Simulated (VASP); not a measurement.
Pd:

```
Pd
1.0
     0.00000    1.94650    1.94650
     1.94650    0.00000    1.94650
     1.94650    1.94650    0.00000
Pd
1
Direct
  0.00000 0.00000 0.00000
```

* Program: VASP 6.6.1
* Task: relaxation of cell and atoms
* Functional: PBE
* Potentials or basis: VASP PAW PBE potentials, release 64 (Pd)
* Cutoff: 600 eV
* k mesh: 20 × 20 × 20
* Occupations: methfessel-paxton, width 0.1 eV
* Spin: no spin polarisation

At the start: pressure 6.6 GPa; volume 14.75 Å³/atom.

Task: Where does the relaxation end?

Result: Over 3 steps the energy falls by 10.2 meV/atom and the volume is 15.28 Å³/atom (+3.6 %); space group Fm-3m (No. 225, to 0.05 Å).

The path:
```
step  energy change (eV)  largest force (eV/Å)  pressure (GPa)  volume (Å³)
   1              0.0000                0.0000            6.56        14.75
   2              0.0097                0.0000           -7.48        16.08
   3             -0.0102                0.0000           -0.04        15.28
```

Final structure:
```
Pd
1.0
     0.00000    1.96947    1.96947
     1.96947    0.00000    1.96947
     1.96947    1.96947    0.00000
Pd
1
Direct
  0.00000 0.00000 0.00000
```
